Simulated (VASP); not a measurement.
# SiO2 (P4_2/mnm) in VASP: a series of runs, part 3 of 3

VASP 6.6.1. Earlier steps stand in the parts before.

## (6) Single point, PBEsol (equal xx and yy strain of +2 %)

INCAR

```
ALGO = Normal
EDIFF = 1E-6
ENCUT = 520
GGA = PS
ISIF = 2
ISMEAR = -1
LASPH = T
LCHARG = T
LELF = T
LREAL = F
LVHAR = T
LWAVE = F
NBANDS = 25
NELM = 80
PREC = Accurate
SIGMA = 0.03
```

KPOINTS

```
k-points
0
Gamma
  6 6 9
```

POSCAR

```
SiO2
1.0
    4.2637020000      0.0000000000      0.0000000000
    0.0000000000      4.2637020000      0.0000000000
    0.0000000000      0.0000000000      2.6678000000
Si O
2 4
Direct
    0.0000000000      0.0000000000      0.0000000000
    0.5000000000      0.5000000000      0.5000000000
    0.3067000000      0.3067000000      0.0000000000
    0.1933000000      0.8067000000      0.5000000000
    0.6933000000      0.6933000000      0.0000000000
    0.8067000000      0.1933000000      0.5000000000
```

Potentials or basis: VASP PAW PBE potentials, release 64 (Si, O).

Command:

```
cat potpaw_PBE.64/Si/POTCAR potpaw_PBE.64/O/POTCAR > POTCAR
mpirun -np 1 vasp_std > vasp.out
```

OUTCAR:

```text
EDIFF = 1E-6
   ENCUT = 520
   GGA = PS
   ISIF = 2
   ISMEAR = -1
   LASPH = T
   LREAL = F
   NELM = 80
   PREC = Accurate

 ion  position               nearest neighbor table
   1  0.000  0.000  0.000-   4 1.77   6 1.77   4 1.77   6 1.77   5 1.85   3 1.85
   2  0.500  0.500  0.500-   3 1.77   5 1.77   3 1.77   5 1.77   4 1.85   6 1.85
   3  0.307  0.307  0.000-   2 1.77   2 1.77   1 1.85
   4  0.193  0.807  0.500-   1 1.77   1 1.77   2 1.85
   5  0.693  0.693  0.000-   2 1.77   2 1.77   1 1.85
   6  0.807  0.193  0.500-   1 1.77   1 1.77   2 1.85

  LATTYP: Found a simple tetragonal cell.
 ALAT       =     4.2637020000
 C/A-ratio  =     0.6257003890

  Lattice vectors:

 A1 = (   4.2637020000,   0.0000000000,   0.0000000000)
 A2 = (   0.0000000000,   4.2637020000,   0.0000000000)
 A3 = (   0.0000000000,   0.0000000000,   2.6678000000)

Analysis of symmetry for initial positions (statically):
=====================================================================
 Subroutine PRICEL returns:
 Original cell was already a primitive cell.

 Routine SETGRP: Setting up the symmetry group for a
 simple tetragonal supercell.

 Subroutine GETGRP returns: Found 16 space group operations
 (whereof  8 operations were pure point group operations)
 out of a pool of 16 trial point group operations.

The static configuration has the point symmetry D_2h.
 The point group associated with its full space group is D_4h.

Analysis of symmetry for dynamics (positions and initial velocities):
=====================================================================
 Subroutine PRICEL returns:
 Original cell was already a primitive cell.

 Routine SETGRP: Setting up the symmetry group for a
 simple tetragonal supercell.

 Subroutine GETGRP returns: Found 16 space group operations
 (whereof  8 operations were pure point group operations)
 out of a pool of 16 trial point group operations.

The dynamic configuration has the point symmetry D_2h.
 The point group associated with its full space group is D_4h.

 Subroutine INISYM returns: Found 16 space group operations
 (whereof  8 operations are pure point group operations),
 and found     1 'primitive' translations

----------------------------------------------------------------------------------------

                                     Primitive cell

  volume of cell :      48.4983

  direct lattice vectors                    reciprocal lattice vectors
     4.263702000  0.000000000  0.000000000     0.234537967  0.000000000  0.000000000
     0.000000000  4.263702000  0.000000000     0.000000000  0.234537967  0.000000000
     0.000000000  0.000000000  2.667800000     0.000000000  0.000000000  0.374840693

  length of vectors
     4.263702000  4.263702000  2.667800000     0.234537967  0.234537967  0.374840693

  position of ions in fractional coordinates (direct lattice)
     0.000000000  0.000000000  0.000000000
     0.500000000  0.500000000  0.500000000
     0.306700000  0.306700000  0.000000000
     0.193300000  0.806700000  0.500000000
     0.693300000  0.693300000  0.000000000
     0.806700000  0.193300000  0.500000000

  ion indices of the primitive-cell ions
   primitive index   ion index
[... 34 lines left out ...]
            Coordinates               Weight
  0.000000  0.000000  0.000000      1.000000
  0.166667  0.000000  0.000000      4.000000
  0.333333  0.000000  0.000000      4.000000
  0.500000  0.000000  0.000000      2.000000
  0.166667  0.166667  0.000000      4.000000
  0.333333  0.166667  0.000000      8.000000
[... 16 lines left out ...]
  0.333333  0.000000  0.222222      8.000000
  0.500000  0.000000  0.222222      4.000000
 [... further k-points ...]
   k-points           NKPTS =     50   k-points in BZ     NKDIM =     50   number of bands    NBANDS=     25
   number of dos      NEDOS =    301   number of ions     NIONS =      6
   total plane-waves  NPLWV =  20480
   dimension x,y,z NGX =    32 NGY =   32 NGZ =   20
   dimension x,y,z NGXF=    64 NGYF=   64 NGZF=   40
   ions per type =               2   4
   NGX,Y,Z   is equivalent  to a cutoff of  12.48, 12.48, 12.46 a.u.
   NGXF,Y,Z  is equivalent  to a cutoff of  24.95, 24.95, 24.93 a.u.
 SYSTEM =  unknown system
   PREC   = accura    normal or accurate (medium, high low for compatibility)
   ISTART =      0    job   : 0-new  1-cont  2-samecut
   ICHARG =      2    charge: 1-file 2-atom 10-const
   ISPIN  =      1    spin polarized calculation?
   LNONCOLLINEAR =      F non collinear calculations
   LSORBIT =      F    spin-orbit coupling
   LASPH  =      T    aspherical Exc in radial PAW
   ENCUT  =  520.0 eV  38.22 Ry    6.18 a.u.   7.93  7.93  4.96*2*pi/ulx,y,z
   NELM   =     80;   NELMIN=  2; NELMDL= -5     # of ELM steps
   EDIFF  = 0.1E-05   stopping-criterion for ELM
   LREAL  =      F    real-space projection
   EDIFFG = 0.1E-04   stopping-criterion for IOM
   NSW    =      0    number of steps for IOM
   IBRION =     -1    ionic relax: 0-MD 1-quasi-New 2-CG
   NFREE  =      0    steps in history (QN), initial steepest desc. (CG)
   ISIF   =      2    stress and relaxation
   ISYM   =      2    0-nonsym 1-usesym 2-fastsym
   POTIM  = 0.5000    time-step for ionic-motion
   TEBEG  =    0.0;   TEEND  =   0.0 temperature during run
   PSTRESS=    0.0 pullay stress
   NELECT =      32.0000    total number of electrons
   NUPDOWN=      -1.0000    fix difference up-down
   EMIN   =  10.00;   EMAX   =-10.00  energy-range for DOS
   EFERMI =   0.00;   METHOD = LEGACY
   ISMEAR =    -1;   SIGMA  =   0.03  broadening in eV -4-tet -1-fermi 0-gaus
   EFERMI_NEDOS =   21; number of points for ismear=-14 and -15
   IALGO  =     38    algorithm
   IMIX   =      4    mixing-type and parameters
     AMIX     =   0.40;   BMIX     =  1.00
     AMIX_MAG =   1.60;   BMIX_MAG =  1.00
  volume/ion in A,a.u.               =       8.08        54.55
  Fermi-wavevector in a.u.,A,eV,Ry     =   1.425222  2.693279 27.636938  2.031258
  Thomas-Fermi vector in A             =   2.545629
   LORBIT       =      0    0 simple, 1 ext, 2 COOP (PROOUT), +10 PAW based schemes
   GGA     = PS    functional components
   LHFCALC =     F    Hartree Fock is set to
   AEXX    =    0.0000 exact exchange contribution
   IVDW    =     0    specifies the selected vdW correction
   LEPSILON=     F    determine dielectric tensor
   LRPA    =     F    only Hartree local field effects (RPA)
 non-spin polarized calculation
  energy-cutoff  :      520.00
  volume of cell :       48.50
 maximum number of plane-waves:      1332
 NGX is ok and might be reduce to    32
   NGX = 15   NGY = 15   NGZ =  9

 number of electron      32.0000001 magnetization

 Free energy of the ion-electron system (eV)
  ---------------------------------------------------
  ext. energy  EPLUGINS =         0.00000000
  ---------------------------------------------------
  free energy    TOTEN  =       -48.94593441 eV

  energy without entropy =      -48.94593441  energy(sigma->0) =      -48.94593441

 E-fermi :   8.2206     XC(G=0): -12.3091

 val. band max:        7.5744271896   @ k =   0.0000   0.0000   0.0000
 cond. band min:      12.5352760557   @ k =   0.0000   0.0000   0.0000
 fundamental gap:      4.9608488661
 Fermi energy:         8.2206118975

 k-point     1 :       0.0000    0.0000    0.0000
  band No.  band energies     occupation
      1     -14.5866      2.00000
      2     -11.1308      2.00000
      3     -11.1308      2.00000
      4     -10.9850      2.00000
      5      -3.0712      2.00000
      6       1.2285      2.00000
[... 661 lines left out ...]
     24      20.0925      0.00000
     25      21.1005      0.00000

 [... further k-points ...]

------------------------ aborting loop because EDIFF is reached ----------------------------------------

  FORCE on cell =-STRESS in cart. coord.  units (eV):
  Direction    XX          YY          ZZ          XY          YZ          ZX
  --------------------------------------------------------------------------------------
  -------------------------------------------------------------------------------------
  Total       -2.7475724     -2.7475724     -0.5117068     -0.0000000      0.0000000      0.0000000
  in kB      -90.7680025    -90.7680025    -16.9045978     -0.0000000      0.0000000      0.0000000
  external PRESSURE =     -66.1468676 kB  Pullay stress =       0.0000000 kB

 VOLUME and BASIS-vectors are now :
 -----------------------------------------------------------------------------
  energy-cutoff  :      520.00
  volume of cell :       48.50
      direct lattice vectors                 reciprocal lattice vectors
     4.263702000  0.000000000  0.000000000     0.234537967  0.000000000  0.000000000
     0.000000000  4.263702000  0.000000000     0.000000000  0.234537967  0.000000000
     0.000000000  0.000000000  2.667800000     0.000000000  0.000000000  0.374840693

 POSITION                                       TOTAL-FORCE (eV/Angst)
 -----------------------------------------------------------------------------------
      0.00000      0.00000      0.00000         0.000000     -0.000000      0.000000
      2.13185      2.13185      1.33390         0.000000     -0.000000      0.000000
      1.30768      1.30768      0.00000         0.124131      0.124131      0.000000
      0.82417      3.43953      1.33390        -0.124131      0.124131      0.000000
      2.95602      2.95602      0.00000        -0.124131     -0.124131     -0.000000
      3.43953      0.82417      1.33390         0.124131     -0.124131     -0.000000
 -----------------------------------------------------------------------------------
    total drift:                                0.000000      0.000000      0.000000

  FREE ENERGIE OF THE ION-ELECTRON SYSTEM (eV)
  ---------------------------------------------------
  free  energy   TOTEN  =       -48.9459344103 eV

  energy  without entropy=      -48.9459344103  energy(sigma->0) =      -48.94593441
```

OSZICAR:

```text
N       E                     dE             d eps       ncg     rms          rms(c)
DAV:   1     0.131955733155E+03    0.13196E+03   -0.17480E+04  2508   0.123E+03
DAV:   2    -0.460425561314E+02   -0.17800E+03   -0.17004E+03  3178   0.275E+02
DAV:   3    -0.530281522632E+02   -0.69856E+01   -0.69543E+01  3319   0.521E+01
DAV:   4    -0.530740376799E+02   -0.45885E-01   -0.45870E-01  2949   0.490E+00
DAV:   5    -0.530744222941E+02   -0.38461E-03   -0.38455E-03  3344   0.423E-01    0.164E+01
DAV:   6    -0.489639982720E+02    0.41104E+01   -0.11492E+01  3198   0.225E+01    0.778E+00
DAV:   7    -0.489555403527E+02    0.84579E-02   -0.60984E-01  3144   0.450E+00    0.290E+00
DAV:   8    -0.489457930824E+02    0.97473E-02   -0.24408E-02  3172   0.135E+00    0.979E-01
DAV:   9    -0.489458479037E+02   -0.54821E-04   -0.56134E-03  3245   0.631E-01    0.252E-01
DAV:  10    -0.489459482742E+02   -0.10037E-03   -0.36815E-04  3166   0.139E-01    0.457E-02
DAV:  11    -0.489459343682E+02    0.13906E-04   -0.54398E-05  3253   0.530E-02    0.123E-02
DAV:  12    -0.489459344103E+02   -0.42148E-07   -0.42245E-06  3055   0.145E-02
   1 F= -.48945934E+02 E0= -.48945934E+02  d E =-.191392E-11
```

stdout:

```text
POSCAR found type information on POSCAR SiO
 POSCAR found :  2 types and       6 ions
 scaLAPACK will be used
 -----------------------------------------------------------------------------
|                                                                             |
|                                                                             |
|     You enforced a specific xc type in the INCAR file but a different       |
|     I HOPE YOU KNOW WHAT YOU ARE DOING!                                     |
|                                                                             |
 -----------------------------------------------------------------------------

 LDA part: xc-table for (Slater+PW92), standard interpolation
 POSCAR, INCAR and KPOINTS ok, starting setup
 FFT: planning ... GRIDC
 FFT: planning ... GRID_SOFT
 FFT: planning ... GRID
 WAVECAR not read
 entering main loop
```

It took 56 s on 1 thread of Intel Xeon 8259CL, shared host; peak memory 0.18 GiB.

What came out:

* Free energy: -48.9459 eV
* Pressure: -6.6 GPa
* Largest force: 0.176 eV/Å
* Band gap on the k mesh: 4.96 eV

Forces in eV/Å, atoms in the order of the input:
```
Si   0.000  0.000  0.000
Si   0.000  0.000  0.000
O    0.124  0.124  0.000
O   -0.124  0.124  0.000
O   -0.124 -0.124  0.000
O    0.124 -0.124  0.000
```

Stress tensor (GPa, compression positive):
```
-9.08  0.00  0.00
 0.00 -9.08  0.00
 0.00  0.00 -1.69
```

Caveat: the cell differs from its parent crystal (equal xx and yy strain of +2 %); the stress differs along the axes, from -9 to -2 GPa; the PAW data sets were made with another functional, which shifts forces and pressure a little.

## (7) Summary

| cell | gap on the mesh (eV) | pressure (GPa) | largest force (eV/Å) |
| --- | --- | --- | --- |
| a = 4.055, b = 4.055, c = 2.668 Å, 6 atoms | 6.26 | 26.3 | 0.78 |
| a = 4.096, b = 4.096, c = 2.668 Å, 6 atoms | 6.23 | 18.4 | 0.61 |
| a = 4.138, b = 4.138, c = 2.668 Å, 6 atoms | 5.90 | 11.2 | 0.43 |
| a = 4.222, b = 4.222, c = 2.668 Å, 6 atoms | 5.27 | -1.3 | 0.03 |
| a = 4.264, b = 4.264, c = 2.668 Å, 6 atoms | 4.96 | -6.6 | 0.18 |

Alike in all rows: task single point; level PBEsol; potentials or basis VASP PAW PBE potentials, release 64 (Si, O); no spin polarisation; k mesh 6 × 6 × 9; cutoff (eV) 520; smearing fermi-dirac 0.03 eV.

Caveats: the PAW data sets were made with another functional, which shifts forces and pressure a little; the stress differs along the axes, from 20 to 29 GPa (at least some runs); the stress differs along the axes, from 15 to 20 GPa (at least some runs); the cell stands under pressure (at least some runs); the stress differs along the axes, from -9 to -2 GPa (at least some runs).

Total energies depend on the potentials used, so only differences within one code and one set of settings carry meaning.
